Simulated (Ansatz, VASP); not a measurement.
# Two plane-wave programs on Os

```xyz
1
Lattice="-1.5033 1.5033 1.5033 1.5033 -1.5033 1.5033 1.5033 1.5033 -1.5033" Properties=species:S:1:pos:R:3 pbc="T T T"
Os    0.0000    0.0000    0.0000
```

Alike in both runs: task single point; functional LDA; k mesh 16 × 16 × 16; occupations fermi-dirac, width 0.1 eV; no spin polarisation.

```csv
,VASP,Ansatz
version,VASP 6.6.1,Ansatz 0.2.0
potentials or method,"VASP PAW LDA potentials, release 64 (Os), cutoff 520 eV","plane waves (420 eV) with PAW, scalar-relativistic"
valence electrons in the cell,8,16
```

|  | VASP | Ansatz | Ansatz less VASP |
| --- | --- | --- | --- |
| pressure (GPa) | 19.6 | 17.9 | -1.62 |

Ansatz warns that its potentials were made for another functional, while VASP's fit it. LDA's correlation is that of Perdew and Zunger in VASP and of Perdew and Wang (1992) in Ansatz. VASP's potentials hold 8 valence electrons a cell and Ansatz's 16, so a difference there can come from the potentials and not from the codes.

Neither program's run includes spin-orbit coupling.
